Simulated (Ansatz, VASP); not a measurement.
# Ti: VASP beside Ansatz

Contents of INCAR:

```
SYSTEM = Ti
PREC = Accurate ; ENCUT = 520
EDIFF = 1E-8 ; ISMEAR = -1
SIGMA = 0.08 ; LREAL = .FALSE.
LASPH = .TRUE. ; NELM = 80
ALGO = Normal ; ISIF = 2
LWAVE = .FALSE. ; LCHARG = .FALSE.
GGA = PS ; LEFG = .TRUE.
NBANDS = 19
```

File KPOINTS:

```
Automatic mesh
0
G
  13 13 7
  0 0 0
```

POSCAR

```
Ti
1.0
    2.9499978604      0.0000000000      0.0000000000
   -1.4749989302      2.5547730882      0.0000000000
    0.0000000000      0.0000000000      4.5454200000
Ti
2
Direct
    0.3333333333      0.6666666667      0.2500000000
    0.6666666667      0.3333333333      0.7500000000
```

Input for Ansatz:

```yaml
crystal:
  lattice:
    - [2.9499978604, 0.0, 0.0]
    - [-1.4749989302, 2.5547730882, 0.0]
    - [0.0, 0.0, 4.54542]
  atoms:
    - { symbol: Ti, position: [0.3333333333, 0.6666666667, 0.25] }
    - { symbol: Ti, position: [0.6666666667, 0.3333333333, 0.75] }
kpoints:
  mp_grid: { grid: [13, 13, 7] }
scf:
  occupations: { method: fermi_dirac, width: 0.08 }
hamiltonian:
  xc: pbesol
  pseudopotentials: { kind: all_electron, datasets: crystal }
output:
  forces: true
  stress: true
  eigenvalues: true
  efg: { contact_densities: true }
```

Change from the starting cell: zz strain of -3 %, crystal datasets.

Alike in both runs: task electric field gradients; functional PBEsol; k mesh 13 × 13 × 7; occupations fermi-dirac, width 0.08 eV; no spin polarisation.

|  | VASP | Ansatz |
| --- | --- | --- |
| version | VASP 6.6.1 | Ansatz 0.2.0 |
| potentials or method | VASP PAW PBE potentials, release 64 (Ti_sv), cutoff 520 eV | all-electron PAW with datasets made for the crystal, scalar-relativistic |

Ansatz gave:

- pressure (GPa): -2.6
- traceless stress, the component that is largest in VASP (GPa): 1.94
- size of Vzz on the site where it differs most (V/Å²): 25.3

Problem. What did VASP give for the same quantities?

Solution. Pressure (GPa): -2.8; traceless stress, the component that is largest in VASP (GPa): 1.93; size of Vzz on the site where it differs most (V/Å²): 23.7.

VASP's potentials were made for PBE, not for PBEsol. Ansatz ran all-electron here, and VASP with PAW potentials.
